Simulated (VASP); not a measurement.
Nb: single point with PBE

The system is Nb.

```
CELL_PARAMETERS angstrom
0.00000 2.14283 2.14283
2.14283 0.00000 2.14283
2.14283 2.14283 0.00000
ATOMIC_POSITIONS crystal
Nb 0.00000 0.00000 0.00000
```

This cell differs from its parent crystal: volume scaled by 1.04.

```yaml
Program: VASP 6.6.1
Task: single point
Functional: PBE
Potentials_or_basis: VASP PAW PBE potentials, release 64 (Nb_sv)
Cutoff: 520 eV
k_mesh: 13 × 13 × 13
Occupations: fermi-dirac, width 0.08 eV
Spin: no spin polarisation
```

| Property | Result |
| --- | --- |
| Pressure | -7.2 GPa |

Levels at points of the mesh, in eV from the Fermi level:
| k point | band 2 | band 3 | band 4 | band 5 | band 6 | band 7 | band 8 | band 9 | band 10 | band 11 |
| --- | --- | --- | --- | --- | --- | --- | --- | --- | --- | --- |
| (0.00, 0.00, 0.00) | -30.31 | -30.31 | -30.31 | -6.09 | 0.14 | 0.14 | 0.14 | 2.57 | 2.57 | 11.78 |

It took 12 s on 1 thread of Intel(R) Xeon(R) Platinum 8259CL CPU @ 2.50GHz (Skylake/Cascade Lake), on a shared host, peak memory 0.15 GiB.
